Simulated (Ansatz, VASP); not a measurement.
**One calculation of Ru, two programs**

Contents of INCAR:

```
SYSTEM = Ru
ALGO = Normal ; EDIFF = 1E-6
ENCUT = 560 ; GGA = CA
GGA_COMPAT = .False. ; ISIF = 2
ISMEAR = 0 ; LASPH = .True.
LCHARG = .False. ; LREAL = .False.
LWAVE = .False. ; NBANDS = 23
NELM = 120 ; PREC = Accurate
SIGMA = 0.03
```

KPOINTS

```
k-points
0
Gamma
  13 13 8
  0 0 0
```

POSCAR

```
Ru
1.0
    2.6775346364      0.0000000000      0.0000000000
   -1.3387673182      2.3188130146      0.0000000000
    0.0000000000      0.0000000000      4.2181251212
Ru
2
Direct
    0.3333333333      0.6666666667      0.2500000000
    0.6666666667      0.3333333333      0.7500000000
```

Input for Ansatz:

```yaml
crystal:
  lattice:
    - [2.6775346364, 0.0, 0.0]
    - [-1.3387673182, 2.3188130146, 0.0]
    - [0.0, 0.0, 4.2181251212]
  atoms:
    - { symbol: Ru, position: [0.3333333333, 0.6666666667, 0.25] }
    - { symbol: Ru, position: [0.6666666667, 0.3333333333, 0.75] }
hamiltonian:
  xc: lda
  pseudopotentials:
    kind: paw
    azcp:
      Ru: "pseudopotentials/Ru.paw.azcp"
basis:
  ecutwfc: 420
  fft_grid_basis: typed
kpoints:
  mp_grid: { grid: [13, 13, 8], shift: [0, 0, 0] }
magnetization:
  spin_polarized: false
scf:
  occupations: { method: gaussian, width: 0.03 }
  lower_state_search: "off"
output:
  stress: true
```

Alike in both runs: task single point; functional LDA; k mesh 13 × 13 × 8; occupations gaussian, width 0.03 eV; no spin polarisation.

```csv
,VASP,Ansatz
version,VASP 6.6.1,Ansatz 0.2.0
potentials or method,"VASP PAW LDA potentials, release 64 (Ru_sv), cutoff 560 eV","plane waves (420 eV) with PAW, scalar-relativistic"
valence electrons in the cell,32,32
```

```csv
,VASP,Ansatz,Ansatz less VASP
pressure (GPa),0.3,-0.2,-0.57
"traceless stress, the component that is largest in VASP (GPa)",-0.40,-0.41,-0.008
```

Ansatz warns that its potentials were made for another functional, while VASP's fit it. LDA's correlation is that of Perdew and Zunger in VASP and of Perdew and Wang (1992) in Ansatz.
